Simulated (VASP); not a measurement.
Write the native input for VASP 6.6.1 that does the following.

```
Task                   : single point
Functional             : PBE
Potentials or basis    : VASP PAW PBE potentials, release 64 (In_d, P)
Cutoff                 : 520 eV
k mesh                 : 14 × 14 × 14
Occupations            : gaussian, width 0.05 eV
Spin                   : no spin polarisation
Dipole correction      : no
Further INCAR settings : ALGO = Normal; EDIFF = 1e-07; NBANDS = 16
```

The structure of InP lies in POSCAR:

```
InP
1.0
    0.0000000000      2.6136184432      2.6136184432
    2.6136184432      0.0000000000      2.6136184432
    2.6136184432      2.6136184432      0.0000000000
In P
1 1
Direct
    0.0000000000      0.0000000000      0.0000000000
    0.5000000000      0.5000000000      0.5000000000
```

These files were run (other wordings do the same):

INCAR

```
ALGO = Normal ; EDIFF = 1E-7
ENCUT = 520 ; GGA = PE
ISIF = 2 ; ISMEAR = 0
LASPH = True ; LCHARG = True
LELF = True ; LREAL = False
LVHAR = True ; LWAVE = False
NBANDS = 16 ; NELM = 100
PREC = Accurate ; SIGMA = 0.05
```

KPOINTS

```
k-points
0
Gamma
  14 14 14
```

Potentials or basis: VASP PAW PBE potentials, release 64 (In_d, P).

Launch:

```bash
$ cat potpaw_PBE.64/In_d/POTCAR potpaw_PBE.64/P/POTCAR > POTCAR
$ mpirun -np 1 vasp_std > vasp.out
```

Results of the run:

```json
{
 "Pressure": "19.4 GPa",
 "Band gap on the k mesh": "zero (bands 9 and 10 overlap by 2.67 eV)"
}
```

Caveat: the cell stands under pressure; spin-orbit coupling is left out, which moves the levels of the heavy elements.

It took 43 s on 1 thread of Intel(R) Xeon(R) Platinum 8488C (Sapphire Rapids), with other jobs on the host, peak memory 0.19 GiB.
